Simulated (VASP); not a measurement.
ZnS, 4 atoms in the cell. It takes space group Pmn2_1 (No. 31, orthorhombic). The conventional cell has a = 3.825 Å, b = 3.825 Å, c = 5.409 Å, α = 90.00°, β = 90.00°, γ = 90.00°. Within 3.0 Å of Zn (site symmetry m) lie 4 S at 2.26 to 2.43 Å. Within 3.0 Å of S (site symmetry m) lie 4 Zn at 2.26 to 2.43 Å.  This cell differs from its parent crystal: atoms displaced along a vibrational mode.

| Property | Result |
| --- | --- |
| Program | VASP 6.6.1 |
| Task | single point |
| Functional | r2SCAN |
| Potentials or basis | VASP PAW PBE potentials, release 64 (Zn, S) |
| Cutoff | 520 eV |
| k mesh | 6 × 6 × 4 |
| Occupations | gaussian, width 0.05 eV |
| Spin | no spin polarisation |
| Dipole correction | no |
| Further INCAR settings | ALGO = Normal; EDIFF = 1e-07; NBANDS = 26 |

Potentials or basis: VASP PAW PBE potentials, release 64 (Zn, S).

The run is started by

```sh
$ cat potpaw_PBE.64/Zn/POTCAR potpaw_PBE.64/S/POTCAR > POTCAR
$ cp INCAR.step1 INCAR
$ mpirun -np 1 vasp_std > vasp.out
$ cp INCAR.step2 INCAR
$ mpirun -np 1 vasp_std > vasp.out
```

Hardware: 1 thread of Intel(R) Xeon(R) 6975P-C (Granite Rapids), on a shared host.

Task: How long does it take, and how much memory?

Result: Run time: 110 s on 1 thread of Intel(R) Xeon(R) 6975P-C (Granite Rapids), on a shared host, peak memory 0.23 GiB. Counts: k points 48.
